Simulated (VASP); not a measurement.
# ZnS (zincblende type) (F-43m) in VASP: further runs, part 2 of 2

VASP 6.6.1. The steps go on from the part before.

## 3. Single point, LDA (17.46 Å³/atom)

File INCAR:

```
SYSTEM = ZnS
  ALGO = Normal
  EDIFF = 1E-6
  ENCUT = 500
  GGA_COMPAT = .False.
  ISIF = 2
  ISMEAR = -1
  LASPH = .True.
  LCHARG = .True.
  LELF = .True.
  LREAL = .False.
  LVHAR = .True.
  LWAVE = .False.
  NBANDS = 16
  NELM = 120
  PREC = Accurate
  SIGMA = 0.05
```

File KPOINTS:

```
k-points
0
Gamma
  12 12 12
  0 0 0
```

File POSCAR:

```
ZnS
1.0
    0.0000000000      2.5943342591      2.5943342591
    2.5943342591      0.0000000000      2.5943342591
    2.5943342591      2.5943342591      0.0000000000
Zn S
1 1
Direct
    0.0000000000      0.0000000000      0.0000000000
    0.2500000000      0.2500000000      0.2500000000
```

Potentials or basis: VASP PAW LDA potentials, release 64 (Zn, S).

Launch:

```
$ cat potpaw_LDA.64/Zn/POTCAR potpaw_LDA.64/S/POTCAR > POTCAR
$ mpirun -np 1 vasp_std > vasp.out
```

OUTCAR:

```text
SYSTEM = ZnS
   EDIFF = 1E-6
   ENCUT = 500
   ISIF = 2
   ISMEAR = -1
   LASPH = .True.
   LREAL = .False.
   NELM = 120
   PREC = Accurate

 ion  position               nearest neighbor table
   1  0.000  0.000  0.000-   2 2.25   2 2.25   2 2.25   2 2.25
   2  0.250  0.250  0.250-   1 2.25   1 2.25   1 2.25   1 2.25

  LATTYP: Found a face centered cubic cell.
 ALAT       =     5.1886685182

  Lattice vectors:

 A1 = (   0.0000000000,   2.5943342591,   2.5943342591)
 A2 = (   2.5943342591,   0.0000000000,   2.5943342591)
 A3 = (   2.5943342591,   2.5943342591,   0.0000000000)

Analysis of symmetry for initial positions (statically):
=====================================================================
 Subroutine PRICEL returns:
 Original cell was already a primitive cell.

 Routine SETGRP: Setting up the symmetry group for a
 face centered cubic supercell.

 Subroutine GETGRP returns: Found 24 space group operations
 (whereof 24 operations were pure point group operations)
 out of a pool of 48 trial point group operations.

The static configuration has the point symmetry T_d .

Analysis of symmetry for dynamics (positions and initial velocities):
=====================================================================
 Subroutine PRICEL returns:
 Original cell was already a primitive cell.

 Routine SETGRP: Setting up the symmetry group for a
 face centered cubic supercell.

 Subroutine GETGRP returns: Found 24 space group operations
 (whereof 24 operations were pure point group operations)
 out of a pool of 48 trial point group operations.

The dynamic configuration has the point symmetry T_d .

 Subroutine INISYM returns: Found 24 space group operations
 (whereof 24 operations are pure point group operations),
 and found     1 'primitive' translations

----------------------------------------------------------------------------------------

                                     Primitive cell

  volume of cell :      34.9227

[... 108 lines left out ...]
     AMIX_MAG =   1.60;   BMIX_MAG =  1.00
  volume/ion in A,a.u.               =      17.46       117.83
  Fermi-wavevector in a.u.,A,eV,Ry     =   1.312592  2.480439 23.441445  1.722898
  Thomas-Fermi vector in A             =   2.442974
   LORBIT       =      0    0 simple, 1 ext, 2 COOP (PROOUT), +10 PAW based schemes
   GGA     = CA    functional components
   LHFCALC =     F    Hartree Fock is set to
   AEXX    =    0.0000 exact exchange contribution
   IVDW    =     0    specifies the selected vdW correction
   LEPSILON=     F    determine dielectric tensor
   LRPA    =     F    only Hartree local field effects (RPA)
 non-spin polarized calculation
  energy-cutoff  :      500.00
  volume of cell :       34.92
 maximum number of plane-waves:       911
   NGX = 13   NGY = 13   NGZ = 13

 number of electron      17.9999986 magnetization

 Free energy of the ion-electron system (eV)
  ---------------------------------------------------
  ext. energy  EPLUGINS =         0.00000000
  ---------------------------------------------------
  free energy    TOTEN  =        -8.16293257 eV

  energy without entropy =       -8.16293257  energy(sigma->0) =       -8.16293257

 E-fermi :   4.1400     XC(G=0): -10.6079

 val. band max:        3.1645923043   @ k =   0.0000   0.0000   0.0000
 cond. band min:       5.6134565262   @ k =   0.0000   0.0000   0.0000
 fundamental gap:      2.4488642219
 Fermi energy:         4.1399691122

 k-point     1 :       0.0000    0.0000    0.0000
  band No.  band energies     occupation
      1     -10.8762      2.00000
      2      -3.9044      2.00000
      3      -3.9044      2.00000
      4      -3.9044      2.00000
      5      -3.2719      2.00000
      6      -3.2719      2.00000
[... 433 lines left out ...]
      3      -3.6993      2.00000
      4      -3.3775      2.00000
      5      -3.2469      2.00000
      6      -3.0439      2.00000
[... 8 lines left out ...]
     15      15.6399      0.00000
     16      17.3831      0.00000

 [... further k-points ...]

------------------------ aborting loop because EDIFF is reached ----------------------------------------

  FORCE on cell =-STRESS in cart. coord.  units (eV):
  Direction    XX          YY          ZZ          XY          YZ          ZX
  --------------------------------------------------------------------------------------
  -------------------------------------------------------------------------------------
  Total        1.3979657      1.3979657      1.3979657     -0.0000000      0.0000000     -0.0000000
  in kB       64.1356198     64.1356198     64.1356198     -0.0000000      0.0000000     -0.0000000
  external PRESSURE =      64.1356198 kB  Pullay stress =       0.0000000 kB

 VOLUME and BASIS-vectors are now :
 -----------------------------------------------------------------------------
  energy-cutoff  :      500.00
  volume of cell :       34.92
      direct lattice vectors                 reciprocal lattice vectors
     0.000000000  2.594334259  2.594334259    -0.192727671  0.192727671  0.192727671
     2.594334259  0.000000000  2.594334259     0.192727671 -0.192727671  0.192727671
     2.594334259  2.594334259  0.000000000     0.192727671  0.192727671 -0.192727671

 POSITION                                       TOTAL-FORCE (eV/Angst)
 -----------------------------------------------------------------------------------
      0.00000      0.00000      0.00000        -0.000000     -0.000000     -0.000000
      1.29717      1.29717      1.29717         0.000000      0.000000      0.000000
 -----------------------------------------------------------------------------------
    total drift:                                0.000000      0.000000      0.000000

  FREE ENERGIE OF THE ION-ELECTRON SYSTEM (eV)
  ---------------------------------------------------
  free  energy   TOTEN  =        -8.1629325679 eV

  energy  without entropy=       -8.1629325679  energy(sigma->0) =       -8.16293257
```

OSZICAR:

```text
N       E                     dE             d eps       ncg     rms          rms(c)
DAV:   1     0.872265696750E+02    0.87227E+02   -0.88490E+03  2320   0.137E+03
DAV:   2    -0.325915575157E+01   -0.90486E+02   -0.84657E+02  2616   0.261E+02
DAV:   3    -0.856871922291E+01   -0.53096E+01   -0.52896E+01  2856   0.627E+01
DAV:   4    -0.862155454213E+01   -0.52835E-01   -0.52827E-01  2832   0.646E+00
DAV:   5    -0.862212541551E+01   -0.57087E-03   -0.57087E-03  2912   0.649E-01    0.868E+00
DAV:   6    -0.820491127976E+01    0.41721E+00   -0.77909E-01  3448   0.333E+01    0.659E+00
DAV:   7    -0.817019850006E+01    0.34713E-01   -0.26294E-01  2944   0.559E+00    0.305E+00
DAV:   8    -0.816356826133E+01    0.66302E-02   -0.69742E-03  3392   0.171E+00    0.678E-01
DAV:   9    -0.816292392692E+01    0.64433E-03   -0.15281E-03  2648   0.287E-01    0.743E-02
DAV:  10    -0.816293400779E+01   -0.10081E-04   -0.12584E-04  2912   0.998E-02    0.595E-02
DAV:  11    -0.816293265786E+01    0.13499E-05   -0.13177E-05  3448   0.728E-02    0.234E-02
DAV:  12    -0.816293256789E+01    0.89969E-07   -0.12442E-06  1920   0.170E-02
   1 F= -.81629326E+01 E0= -.81629326E+01  d E =-.316281E-10
```

Wall time 82 s (1 thread of Intel Xeon 8259CL, shared host); peak memory 0.13 GiB.

What came out:

| Item | Value |
| --- | --- |
| Free energy | -8.1629 eV |
| Pressure | 6.4 GPa |
| Band gap on the k mesh | 2.45 eV |

Levels at points of the mesh, in eV from the valence-band top:
```
           k point  band 7  band 8  band 9  band 10  band 11  band 12
(0.00, 0.00, 0.00)    0.00    0.00    0.00     2.45     6.14     6.14
(0.50, 0.00, 0.00)   -6.11   -1.07   -1.07     3.35     6.70     6.70
(0.50, 0.50, 0.00)   -5.17   -2.73   -2.73     2.91     3.84    11.66
```

Caveat: the cell stands under pressure. A k mesh can miss the band edges.

## 4. Single point, LDA (18.58 Å³/atom)

This run uses another cell than the first one, of 18.58 Å³/atom.

File INCAR:

```
ALGO = Normal
EDIFF = 1E-6
ENCUT = 500
GGA = CA
GGA_COMPAT = F
ISIF = 2
ISMEAR = -1
LASPH = T
LCHARG = T
LELF = T
LREAL = F
LVHAR = T
LWAVE = F
NBANDS = 16
NELM = 120
PREC = Accurate
SIGMA = 0.05
```

File KPOINTS:

```
k-points
0
Gamma
  12 12 12
```

File POSCAR:

```
ZnS
1.0
    0.0000000000      2.6483983756      2.6483983756
    2.6483983756      0.0000000000      2.6483983756
    2.6483983756      2.6483983756      0.0000000000
Zn S
1 1
Direct
    0.0000000000      0.0000000000      0.0000000000
    0.2500000000      0.2500000000      0.2500000000
```

Launch:

```
$ cat potpaw_LDA.64/Zn/POTCAR potpaw_LDA.64/S/POTCAR > POTCAR
$ mpirun -np 1 vasp_std > vasp.out
```

Run time: 89 s. Hardware: 1 thread of Intel Xeon 8259CL, shared host; peak memory 0.13 GiB.

Results (log left out):

```
Free energy            : -8.2078 eV
Pressure               : 0.2 GPa
Band gap on the k mesh : 2.16 eV
```

Levels at points of the mesh, in eV from the valence-band top:
```
           k point  band 5  band 6  band 7  band 8  band 9  band 10  band 11  band 12  band 13  band 14
(0.00, 0.00, 0.00)   -6.20   -6.20    0.00    0.00    0.00     2.16     6.21     6.21     6.21    11.83
(0.50, 0.00, 0.00)   -6.17   -5.98   -5.78   -0.97   -0.97     3.23     6.76     6.76     8.85    12.15
(0.50, 0.50, 0.00)   -6.12   -5.96   -4.91   -2.47   -2.47     3.06     3.89    11.16    12.20    12.20
```

A k mesh can miss the band edges.
